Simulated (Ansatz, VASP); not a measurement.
# Sb in VASP and in Ansatz

INCAR

```
PREC = Accurate
ENCUT = 600
EDIFF = 1E-6
ISMEAR = 0
SIGMA = 0.1
LREAL = F
LASPH = T
NELM = 80
ALGO = Normal
ISIF = 3
LWAVE = F
LCHARG = F
IBRION = 2
NSW = 100
EDIFFG = -0.002
```

File KPOINTS:

```
Automatic mesh
0
Gamma
  20 20 20
```

The input POSCAR:

```
Sb
1.0
    3.0833436100      0.0000000000      0.0000000000
    0.0000000000      3.0833436100      0.0000000000
    0.0000000000      0.0000000000      3.0833436100
Sb
1
Direct
    0.0000000000      0.0000000000      0.0000000000
```

Input for Ansatz:

```yaml
crystal:
  lattice:
    - [3.08334361, 0.0, 0.0]
    - [0.0, 3.08334361, 0.0]
    - [0.0, 0.0, 3.08334361]
  atoms:
    - { symbol: Sb, position: [0.0, 0.0, 0.0] }
basis:
  ecutwfc: 420
kpoints:
  mp_grid: { grid: [20, 20, 20] }
hamiltonian:
  xc: lda
  pseudopotentials: { kind: paw, azcp: { folder: soft_1 } }
scf:
  occupations: { method: gaussian, width: 0.1 }
output:
  forces: true
  stress: true
  eigenvalues: true
relax:
  adjacent_minimum: "off"
  f_tol: 0.002
  max_steps: 80
  cell: { stress_tol: 0.02 }
```

Alike in both runs: task relaxation of cell and atoms; functional LDA; k mesh 20 × 20 × 20; occupations gaussian, width 0.1 eV; no spin polarisation.

```csv
,VASP,Ansatz
version,VASP 6.6.1,Ansatz 0.2.0
potentials or method,"VASP PAW LDA potentials, release 64 (Sb), cutoff 600 eV","scalar-relativistic, plane waves, PAW"
valence electrons in the cell,5,15
```

VASP gave:

```
gap on the k mesh at the Fermi level, each at its own relaxed structure (eV) : none
relaxed volume (Å³/atom)                                                     : 28.20
relaxed cell length with the largest relative difference (Å)                 : 3.044
```

Question: What did Ansatz give for the same quantities?

Answer: gap on the k mesh at the Fermi level, each at its own relaxed structure (eV): none; relaxed volume (Å³/atom): 28.10; relaxed cell length with the largest relative difference (Å): 3.040.

Ansatz warns that its potentials were made for another functional, while VASP's fit it. LDA's correlation is that of Perdew and Zunger in VASP and of Perdew and Wang (1992) in Ansatz. A gap of «none» marks a metal or a gap that the smearing closes. VASP's potentials hold 5 valence electrons a cell and Ansatz's 15, so a difference there can come from the potentials and not from the codes.

Spin-orbit coupling is off throughout.
